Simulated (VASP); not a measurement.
**MgO: single point with PBEsol**

MgO:

```
CELL_PARAMETERS angstrom
0.00000 2.01923 2.01923
2.01923 0.00000 2.01923
2.01923 2.01923 0.00000
ATOMIC_POSITIONS crystal
Mg 0.00000 0.00000 0.00000
O 0.50000 0.50000 0.50000
```

This cell differs from its parent crystal: volume scaled by 0.88.

```
Program             : VASP 6.6.1
Task                : single point
Functional          : PBEsol
Potentials or basis : VASP PAW PBE potentials, release 64 (Mg, O)
Cutoff              : 520 eV
k mesh              : 10 × 10 × 10
Occupations         : gaussian, width 0.02 eV
Spin                : no spin polarisation
```

```
Pressure               : 26.0 GPa
Band gap on the k mesh : 5.96 eV, direct
```

Levels at points of the mesh, in eV from the valence-band top:
```tsv
k point	band 1	band 2	band 3	band 4	band 5	band 6	band 7	band 8
(0.00, 0.00, 0.00)	-17.91	0.00	0.00	0.00	5.96	16.32	16.32	16.32
(0.50, 0.00, 0.00)	-16.24	-5.28	-0.82	-0.82	8.56	13.96	17.50	17.50
(0.50, 0.50, 0.00)	-15.94	-4.69	-1.55	-1.55	9.02	11.31	14.37	20.84
```

It took 26 s on 1 thread of AMD EPYC 7R13 (shared host), peak memory 0.11 GiB.

Caveat: the PAW data sets were made with another functional, which shifts forces and pressure a little.
